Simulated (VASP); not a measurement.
# MoS2 in VASP: single point with PBE0

Aim: the single point of MoS2 with PBE0.

Everything below comes from runs of VASP 6.6.1. Logs are shortened: lines on timing, memory, paths and dates and some standing lists are left out, and cuts for length are marked.

**1. The cell of the first run**

The cell holds a slab with vacuum, 3 atoms: a = 3.185 Å, b = 3.185 Å, c = 26.251 Å, α = 90.00°, β = 90.00°, γ = 60.00°.

**2. Single point, PBE0**

Input file POSCAR:

```
MoS2
1.0
    3.1847944550      0.0000000000      0.0000000000
    1.5923972280      2.7581129040      0.0000000000
    0.0000000000      0.0000000000     26.2508795860
S Mo
2 1
Direct
    0.6666666667      0.6666666667      0.4404698082
    0.6666666667      0.6666666667      0.5595301918
    0.3333333333      0.3333333333      0.5000006507
```

Input file INCAR.step1:

```
  PREC = Accurate
  ENCUT = 400
  EDIFF = 1E-5
  ISMEAR = 0
  SIGMA = 0.01
  LREAL = False
  LASPH = True
  NELM = 120
  ALGO = Normal
  ISIF = 2
  LWAVE = True
  LCHARG = False
  LDIPOL = True
  IDIPOL = 3
  DIPOL = 0.5 0.5 0.500
  GGA = PE
  NBANDS = 20
  GGA_COMPAT = False
  NELMDL = -8
```

Input file INCAR.step2:

```
  PREC = Accurate
  ENCUT = 400
  EDIFF = 1E-6
  ISMEAR = 0
  SIGMA = 0.01
  LREAL = False
  LASPH = True
  NELM = 120
  ALGO = Normal
  ISIF = 2
  LWAVE = False
  LCHARG = False
  LDIPOL = True
  IDIPOL = 3
  DIPOL = 0.5 0.5 0.500
  GGA = PE
  LHFCALC = True
  AEXX = 0.25
  PRECFOCK = Normal
  ISTART = 1
  NBANDS = 20
  GGA_COMPAT = False
```

Input file KPOINTS:

```
regular mesh
0
Gamma
  9 9 1
```

Potentials or basis: VASP PAW PBE potentials, release 64 (S, Mo_sv).

Launch:

```console
cat potpaw_PBE.64/S/POTCAR potpaw_PBE.64/Mo_sv/POTCAR > POTCAR
cp INCAR.step1 INCAR
mpirun -np 1 vasp_std > vasp.out
cp INCAR.step2 INCAR
mpirun -np 1 vasp_std > vasp.out
```

OUTCAR:

```text
PREC = Accurate
   ENCUT = 400
   EDIFF = 1E-6
   ISMEAR = 0
   LREAL = False
   LASPH = True
   NELM = 120
   ISIF = 2
   GGA = PE
   LHFCALC = True
   AEXX = 0.25
   PRECFOCK = Normal
   ISTART = 1

 ion  position               nearest neighbor table
   1  0.667  0.667  0.440-   3 2.41   3 2.41   3 2.41
   2  0.667  0.667  0.560-   3 2.41   3 2.41   3 2.41
   3  0.333  0.333  0.500-   2 2.41   2 2.41   2 2.41   1 2.41   1 2.41   1 2.41

  LATTYP: Found a hexagonal cell.
 ALAT       =     3.1847944554
 C/A-ratio  =     8.2425663426

  Lattice vectors:

 A1 = (  -1.5923972280,  -2.7581129040,   0.0000000000)
 A2 = (   3.1847944550,   0.0000000000,   0.0000000000)
 A3 = (   0.0000000000,   0.0000000000,  26.2508795860)

Analysis of symmetry for initial positions (statically):
=====================================================================
 Subroutine PRICEL returns:
 Original cell was already a primitive cell.

 Routine SETGRP: Setting up the symmetry group for a
 hexagonal supercell.

 Subroutine GETGRP returns: Found 12 space group operations
 (whereof 12 operations were pure point group operations)
 out of a pool of 24 trial point group operations.

The static configuration has the point symmetry D_3h.

Analysis of symmetry for dynamics (positions and initial velocities):
=====================================================================
 Subroutine PRICEL returns:
 Original cell was already a primitive cell.

 Routine SETGRP: Setting up the symmetry group for a
 hexagonal supercell.

 Subroutine GETGRP returns: Found 12 space group operations
 (whereof 12 operations were pure point group operations)
 out of a pool of 24 trial point group operations.

The dynamic configuration has the point symmetry D_3h.

 Subroutine INISYM returns: Found 12 space group operations
 (whereof 12 operations are pure point group operations),
 and found     1 'primitive' translations

----------------------------------------------------------------------------------------

                                     Primitive cell

  volume of cell :     230.5883

  direct lattice vectors                    reciprocal lattice vectors
     3.184794455  0.000000000  0.000000000     0.313992006 -0.181283369  0.000000000
     1.592397228  2.758112904  0.000000000     0.000000000  0.362566738  0.000000000
     0.000000000  0.000000000 26.250879586     0.000000000  0.000000000  0.038093962

  length of vectors
     3.184794455  3.184794455 26.250879586     0.362566739  0.362566738  0.038093962

[... 84 lines left out ...]
   ISMEAR =     0;   SIGMA  =   0.01  broadening in eV -4-tet -1-fermi 0-gaus
   EFERMI_NEDOS =   21; number of points for ismear=-14 and -15
   IALGO  =     38    algorithm
   IMIX   =      1    mixing-type and parameters
     AMIX     =   0.40;   BMIX     =  1.00
     AMIX_MAG =   1.60;   BMIX_MAG =  1.00
  volume/ion in A,a.u.               =      76.86       518.70
  Fermi-wavevector in a.u.,A,eV,Ry     =   0.790897  1.494579  8.510700  0.625519
  Thomas-Fermi vector in A             =   1.896330
   LORBIT       =      0    0 simple, 1 ext, 2 COOP (PROOUT), +10 PAW based schemes
   GGA     = PE    functional components
   LHFCALC =     T    Hartree Fock is set to
   PRECFOCK=normal    Normal, Fast or Accurate (Low or Medium for compatibility)
   ENCUT4O =  -1.0   cutoff for four orbital integrals eV
   NKREDX  =     1    reduce k-point grid by
   NKREDY  =     1    reduce k-point grid by
   NKREDZ  =     1    reduce k-point grid by
   AEXX    =    0.2500 exact exchange contribution
   HFSCREEN=    0.0000 screening length (either q_TF or 0.3 A-1)
   HFSCREENC=   0.0000 screening length for correlation (either q_TF or 0.3 A-1)
   ENCUTFOCK=  -1.0 apply spherical cutoff to Coloumb kernel
   IVDW    =     0    specifies the selected vdW correction
   LEPSILON=     F    determine dielectric tensor
   LRPA    =     F    only Hartree local field effects (RPA)
 non-spin polarized calculation
 Gauss-broadening in eV      SIGMA  =   0.01
  energy-cutoff  :      400.00
  volume of cell :      230.59
 maximum number of plane-waves:      4217
 NGX is ok and might be reduce to    24
  NGX = 16; NGY = 16; NGZ =140

 number of electron      26.0000000 magnetization

 dipolmoment           0.000000      0.000000      0.000650 electrons x Angstroem

 Free energy of the ion-electron system (eV)
  ---------------------------------------------------
  ext. energy  EPLUGINS =         0.00000000
  ---------------------------------------------------
  free energy    TOTEN  =       -28.38715263 eV

  energy without entropy =      -28.38715263  energy(sigma->0) =      -28.38715263

 E-fermi :  -3.6418     XC(G=0):  -2.2474

 val. band max:       -3.7092929309   @ k =  -0.3333   0.3333   0.0000
 cond. band min:      -0.9190363708   @ k =  -0.3333   0.3333   0.0000
 fundamental gap:      2.7902565601
 Fermi energy:        -3.6417777818

 k-point     1 :       0.0000    0.0000    0.0000
  band No.  band energies     occupation
      1     -68.7182      2.00000
      2     -41.4264      2.00000
      3     -41.1886      2.00000
      4     -41.1886      2.00000
      5     -19.4798      2.00000
      6     -18.0352      2.00000
[... 265 lines left out ...]
     19       5.5585      0.00000
     20       7.4986      0.00000

------------------------ aborting loop because EDIFF is reached ----------------------------------------

 vacuum level on the upper side and lower side of the slab       (xc-potential included)        -0.000        -0.013

  FORCE on cell =-STRESS in cart. coord.  units (eV):
  Direction    XX          YY          ZZ          XY          YZ          ZX
  --------------------------------------------------------------------------------------
  -------------------------------------------------------------------------------------
  Total       -1.7775434     -1.7775434     -1.8319202     -0.0000000      0.0000000     -0.0000000
  in kB      -12.3507543    -12.3507543    -12.7285760     -0.0000000      0.0000000     -0.0000000
  external PRESSURE =     -12.4766949 kB  Pullay stress =       0.0000000 kB

 VOLUME and BASIS-vectors are now :
 -----------------------------------------------------------------------------
  energy-cutoff  :      400.00
  volume of cell :      230.59
      direct lattice vectors                 reciprocal lattice vectors
     3.184794455  0.000000000  0.000000000     0.313992006 -0.181283369  0.000000000
     1.592397228  2.758112904  0.000000000     0.000000000  0.362566738  0.000000000
     0.000000000  0.000000000 26.250879586     0.000000000  0.000000000  0.038093962

 POSITION                                       TOTAL-FORCE (eV/Angst)
 -----------------------------------------------------------------------------------
      3.18479      1.83874     11.56272         0.000000      0.000000      0.542784
      3.18479      1.83874     14.68816         0.000000      0.000000     -0.542784
      1.59240      0.91937     13.12546        -0.000000     -0.000000      0.000000
 -----------------------------------------------------------------------------------
    total drift:                               -0.000000     -0.000000     -0.010669

  FREE ENERGIE OF THE ION-ELECTRON SYSTEM (eV)
  ---------------------------------------------------
  free  energy   TOTEN  =       -28.3871526283 eV

  energy  without entropy=      -28.3871526283  energy(sigma->0) =      -28.38715263

 vacuum level on the upper side and lower side of the slab         2.964         2.951
```

OUTCAR.step1:

```text
PREC = Accurate
   ENCUT = 400
   EDIFF = 1E-5
   ISMEAR = 0
   LREAL = False
   LASPH = True
   NELM = 120
   ISIF = 2
   GGA = PE
   NELMDL = -8

[... 489 lines left out ...]
      1.59240      0.91937     13.12546         0.000000     -0.000000      0.000000
 -----------------------------------------------------------------------------------
    total drift:                                0.000000      0.000000     -0.056822

  FREE ENERGIE OF THE ION-ELECTRON SYSTEM (eV)
  ---------------------------------------------------
  free  energy   TOTEN  =       -21.8494520351 eV

  energy  without entropy=      -21.8494520351  energy(sigma->0) =      -21.84945204

 vacuum level on the upper side and lower side of the slab         2.953         2.957
```

OSZICAR.step1:

```text
N       E                     dE             d eps       ncg     rms          rms(c)
DAV:   1     0.130726804692E+03    0.13073E+03   -0.11955E+04   672   0.812E+02
DAV:   2    -0.128768328489E+02   -0.14360E+03   -0.14110E+03   688   0.197E+02
DAV:   3    -0.232463012313E+02   -0.10369E+02   -0.10307E+02   648   0.488E+01
[... 15 lines left out ...]
DAV:  19    -0.218493607870E+02   -0.86381E-04   -0.68238E-06   468   0.104E-02    0.320E-03
DAV:  20    -0.218493998898E+02   -0.39103E-04   -0.12049E-06   404   0.542E-03    0.172E-03
DAV:  21    -0.218494256851E+02   -0.25795E-04   -0.19078E-06   428   0.334E-03    0.192E-03
DAV:  22    -0.218494457996E+02   -0.20114E-04   -0.64991E-07   392   0.231E-03    0.111E-03
DAV:  23    -0.218494520351E+02   -0.62356E-05   -0.20510E-07   336   0.141E-03
   1 F= -.21849452E+02 E0= -.21849452E+02  d E =-.184467E-41
```

It took 1.9 h on 1 thread of Intel Xeon 8259CL, shared host; peak memory 0.36 GiB.

Results:

```yaml
Free_energy: -28.3872 eV
Largest_force: 0.543 eV/Å
Band_gap_on_the_k_mesh: 2.79 eV
```

Forces on the atoms (eV/Å):
```
S    0.000  0.000  0.543
S    0.000  0.000 -0.543
Mo   0.000  0.000  0.000
```

Caveat: the PAW data sets were made with another functional, which shifts forces and pressure a little.
